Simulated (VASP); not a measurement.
WSe2: single point with PBE+D3(BJ)

System: WSe2, a slab with vacuum.

```
Se W
1.0
     3.32900    0.00000    0.00000
    -1.66450    2.88300    0.00000
     0.00000    0.00000   32.73738
Se W
2 1
Cartesian
  0.0000 1.9220 14.7132
  0.0000 1.9220 18.0242
  1.6645 0.9610 16.3687
```

```json
{
 "Program": "VASP 6.6.1",
 "Task": "single point",
 "Functional": "PBE",
 "Dispersion": "D3(BJ)",
 "Potentials or basis": "VASP PAW PBE potentials, release 64 (Se, W_sv)",
 "Cutoff": "520 eV",
 "k mesh": "9 × 9 × 1",
 "Occupations": "gaussian, width 0.02 eV",
 "Spin": "no spin polarisation",
 "Dipole correction": "yes",
 "Further INCAR settings": "ALGO = Normal; EDIFF = 1e-07; NBANDS = 20"
}
```

```yaml
Largest_force: 0.277 eV/Å
Band_gap_on_the_k_mesh: 1.48 eV
Dispersion_energy_per_atom: -0.330 eV
Ionisation_potential_of_the_upper_face: 5.14 eV
```

Forces in eV/Å, atoms in the order of the input:
```
Se   0.000  0.000 -0.277
Se   0.000  0.000  0.277
W    0.000  0.000  0.000
```

Levels at points of the mesh, in eV from the valence-band top:
| k point | band 10 | band 11 | band 12 | band 13 | band 14 | band 15 | band 16 | band 17 |
| --- | --- | --- | --- | --- | --- | --- | --- | --- |
| (0.00, 0.00, 0.00) | -2.04 | -1.31 | -1.31 | -0.21 | 2.91 | 2.91 | 3.12 | 3.12 |

Run time: 5 min on 1 thread of Intel Xeon 8259CL, on a shared host, peak memory 0.49 GiB.

Caveat: spin-orbit coupling is left out, which moves the levels of the heavy elements.
